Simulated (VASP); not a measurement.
Here is a VASP 6.6.1 calculation.

The input POSCAR:

```
SrTiO3
1.0
    3.9210723846      0.0000000000      0.0000000000
    0.0000000000      3.9210723846      0.0000000000
    0.0000000000      0.0000000000      3.9210723846
Sr Ti O
1 1 3
Direct
    0.5000000000      0.5000000000      0.5000000000
    0.0000000000      0.0000000000      0.0000000000
    0.5000000000      0.0000000000      0.0000000000
    0.0000000000      0.5000000000      0.0000000000
    0.0000000000      0.0000000000      0.5000000000
```

Contents of INCAR.step1:

```
PREC = Accurate ; ENCUT = 660
ISMEAR = 0 ; SIGMA = 0.01
LREAL = False ; LASPH = True
NELM = 120 ; NBANDS = 28
GGA = PE ; ALGO = Normal
EDIFF = 1E-5 ; LWAVE = True
LCHARG = False ; GGA_COMPAT = False
```

Contents of INCAR.step2:

```
PREC = Accurate ; ENCUT = 660
EDIFF = 1E-6 ; ISMEAR = 0
SIGMA = 0.01 ; LREAL = False
LASPH = True ; NELM = 120
ALGO = Normal ; ISIF = 2
LWAVE = False ; LCHARG = False
METAGGA = R2SCAN ; LMIXTAU = True
NBANDS = 28 ; ISTART = 1
GGA_COMPAT = False
```

File KPOINTS:

```
Automatic mesh
0
Gamma
  6 6 6
```

Potentials or basis: VASP PAW PBE potentials, release 64 (Sr_sv, Ti_sv, O).

Run with:

```console
$ cat potpaw_PBE.64/Sr_sv/POTCAR potpaw_PBE.64/Ti_sv/POTCAR potpaw_PBE.64/O/POTCAR > POTCAR
$ cp INCAR.step1 INCAR
$ mpirun -np 1 vasp_std > vasp.out
$ cp INCAR.step2 INCAR
$ mpirun -np 1 vasp_std > vasp.out
```

(1) Estimate the pressure.

(2) Predict the band gap on the k mesh.

Answers

(1) -1.3 GPa.

(2) 2.25 eV (least direct gap 2.64 eV).

Caveat: the PAW data sets were made with another functional, which shifts forces and pressure a little.
